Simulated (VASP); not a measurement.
Runs of VASP 6.6.1 on Sn. The structure is that of space group Fd-3m (No. 227), or close to it. The cells are those of the table. 

```csv
cell,further INCAR settings,gap on the mesh (eV),pressure (GPa)
"a = 4.636, b = 4.590 Å, angles 60.3, 59.3, 60.3°, 2 atoms",ALGO = Fast; EDIFF = 1e-07; NBANDS = 21,none,2.2
"a = 4.567, b = 4.590 Å, angles 59.8, 60.3, 59.8°, 2 atoms",ALGO = Fast; EDIFF = 1e-06; NBANDS = 21,none,(a)
"a = 4.556, b = 4.590 Å, angles 59.8, 60.5, 59.8°, 2 atoms",ALGO = Fast; EDIFF = 1e-06; NBANDS = 21,none,3.9
"a = 4.579, b = 4.590 Å, angles 59.9, 60.2, 59.9°, 2 atoms",ALGO = Fast; EDIFF = 1e-06; NBANDS = 21,none,3.4
"a = 4.601, b = 4.590 Å, angles 60.1, 59.8, 60.1°, 2 atoms",ALGO = Fast; EDIFF = 1e-06; NBANDS = 21,none,(b)
```

Alike in all rows: task single point; level PBE; potentials or basis VASP PAW PBE potentials, release 64 (Sn_d); no spin polarisation; k mesh 12 × 12 × 12; cutoff (eV) 520; smearing gaussian 0.15 eV.

Estimate the missing entries.

(a) 3.7; (b) 2.9.

Caveats: spin-orbit coupling is left out, which moves the levels of the heavy elements; the cell stands under pressure (at least some runs).

A k mesh can miss the band edges, and the runs leave out spin-orbit coupling on Sn.

A gap of «none» marks levels without a gap at the run's occupations.
